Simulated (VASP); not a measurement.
Write the native input for VASP 6.6.1 that does the following.

| Quantity | Value |
| --- | --- |
| Task | band structure |
| Functional | PBE0 |
| Potentials or basis | VASP PAW PBE potentials, release 64 (Pb_d, Cs_sv, Br) |
| Cutoff | 520 eV |
| k mesh | 4 × 4 × 4 |
| Occupations | gaussian, width 0.02 eV |
| Spin | no spin polarisation |
| Grid for exact exchange (PRECFOCK) | Fast |
| Exchange at q = 0 | truncated |
| Further INCAR settings | ALGO = Normal; EDIFF = 1e-06; NBANDS = 30 |
| Share of exact exchange | 0.25 |

CsPbBr3:

```
Pb Cs Br
1.0
     5.87000    0.00000    0.00000
     0.00000    5.87000    0.00000
     0.00000    0.00000    5.87000
Pb Cs Br
1 1 3
Direct
  0.50000 0.50000 0.50000
  0.00000 0.00000 0.00000
  0.50000 0.50000 0.00000
  0.50000 0.00000 0.50000
  0.00000 0.50000 0.50000
```

The input as run:

POSCAR

```
CsPbBr3
1.0
    5.8700000000      0.0000000000      0.0000000000
    0.0000000000      5.8700000000      0.0000000000
    0.0000000000      0.0000000000      5.8700000000
Pb Cs Br
1 1 3
Direct
    0.5000000000      0.5000000000      0.5000000000
    0.0000000000      0.0000000000      0.0000000000
    0.5000000000      0.5000000000      0.0000000000
    0.5000000000      0.0000000000      0.5000000000
    0.0000000000      0.5000000000      0.5000000000
```

INCAR.step1

```
SYSTEM = CsPbBr3
PREC = Accurate
ENCUT = 520
EDIFF = 1E-5
ISMEAR = 0
SIGMA = 0.02
LREAL = .False.
LASPH = .True.
NELM = 60
ALGO = Normal
ISIF = 2
LWAVE = .True.
LCHARG = .False.
NBANDS = 30
GGA = PE
KPAR = 4
```

INCAR.step2

```
SYSTEM = CsPbBr3
PREC = Accurate
ENCUT = 520
EDIFF = 1E-6
ISMEAR = 0
SIGMA = 0.02
LREAL = .False.
LASPH = .True.
NELM = 60
ALGO = Normal
ISIF = 2
LWAVE = .False.
LCHARG = .False.
GGA = PE
LHFCALC = .True.
AEXX = 0.25
PRECFOCK = Fast
NBANDS = 30
ISTART = 1
HFRCUT = -1
KPAR = 4
```

KPOINTS

```
regular mesh
0
Gamma
  4 4 4
  0 0 0
```

KPOINTS_OPT

```
path GXMGRX,MR
8
line-mode
reciprocal
 0.0000000000  0.0000000000  0.0000000000  G
 0.0000000000  0.5000000000  0.0000000000  X

 0.0000000000  0.5000000000  0.0000000000  X
 0.5000000000  0.5000000000  0.0000000000  M

 0.5000000000  0.5000000000  0.0000000000  M
 0.0000000000  0.0000000000  0.0000000000  G

 0.0000000000  0.0000000000  0.0000000000  G
 0.5000000000  0.5000000000  0.5000000000  R

 0.5000000000  0.5000000000  0.5000000000  R
 0.0000000000  0.5000000000  0.0000000000  X

 0.5000000000  0.5000000000  0.0000000000  M
 0.5000000000  0.5000000000  0.5000000000  R
```

Potentials or basis: VASP PAW PBE potentials, release 64 (Pb_d, Cs_sv, Br).

Command:

```bash
$ cat potpaw_PBE.64/Pb_d/POTCAR potpaw_PBE.64/Cs_sv/POTCAR potpaw_PBE.64/Br/POTCAR > POTCAR
$ cp INCAR.step1 INCAR
$ mpirun -np 4 vasp_std > vasp.out
$ cp INCAR.step2 INCAR
$ mpirun -np 4 vasp_std > vasp.out
```

Results of the run:

```
Pressure                : 1.1 GPa
Band gap on the k mesh  : 2.76 eV
Band gap along the path : 2.76 eV
```

Caveat: the PAW data sets were made with another functional, which shifts forces and pressure a little; spin-orbit coupling is left out, which moves the levels of the heavy elements.

Wall time 63 min on 4 MPI ranks on Intel(R) Xeon(R) Platinum 8259CL CPU @ 2.50GHz (Skylake/Cascade Lake), on a shared host, peak memory 0.52 GiB a rank.
